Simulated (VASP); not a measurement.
A run of VASP 6.6.1 is set up as follows.

The input INCAR:

```
SYSTEM = Sc3Ga2As
ALGO = Normal ; EDIFF = 1E-7
ENCUT = 520 ; GGA = PE
ISIF = 2 ; ISMEAR = 0
ISPIN = 2 ; LASPH = .True.
LCHARG = .False. ; LMAXMIX = 4
LORBIT = 11 ; LREAL = .False.
LWAVE = .False. ; MAGMOM = 1 1 1 1 1 1 0 0 0 0 0 0
NBANDS = 80 ; NELM = 150
PREC = Accurate ; SIGMA = 0.1
```

KPOINTS

```
k-points
0
Gamma
  6 6 1
  0 0 0
```

POSCAR

```
Sc3Ga2As
1.0
    3.6260910903      0.0000000000      0.0000000000
   -1.8130455451      3.1402870006      0.0000000000
    0.0000000000      0.0000000000     22.5690205961
Sc Ga As
6 4 2
Direct
    0.6666666667      0.3333333333      0.3252857308
    0.3333333333      0.6666666667      0.8252857308
    0.3333333333      0.6666666667      0.6747142692
    0.6666666667      0.3333333333      0.1747142692
    0.0000000000      0.0000000000      0.5000000000
    0.0000000000      0.0000000000      0.0000000000
    0.3333333333      0.6666666667      0.4122444325
    0.6666666667      0.3333333333      0.9122444325
    0.3333333333      0.6666666667      0.0877555675
    0.6666666667      0.3333333333      0.5877555675
    0.0000000000      0.0000000000      0.7500000000
    0.0000000000      0.0000000000      0.2500000000
```

Potentials or basis: VASP PAW PBE potentials, release 64 (Sc_sv, Ga_d, As).

Launch:

```bash
$ cat potpaw_PBE.64/Sc_sv/POTCAR potpaw_PBE.64/Ga_d/POTCAR potpaw_PBE.64/As/POTCAR > POTCAR
$ mpirun -np 1 vasp_std > vasp.out
```

Problem. What does it give for the band gap on the k mesh?

Solution. Zero (filled and empty bands overlap).

Problem. What does it give for the net moment?

Solution. 0.00 μB per cell.

Problem. Predict the largest force.

Solution. 0.030 eV/Å.

Stress tensor (GPa, compression positive):
```
0.20 0.00 0.00
0.00 0.20 0.00
0.00 0.00 0.30
```
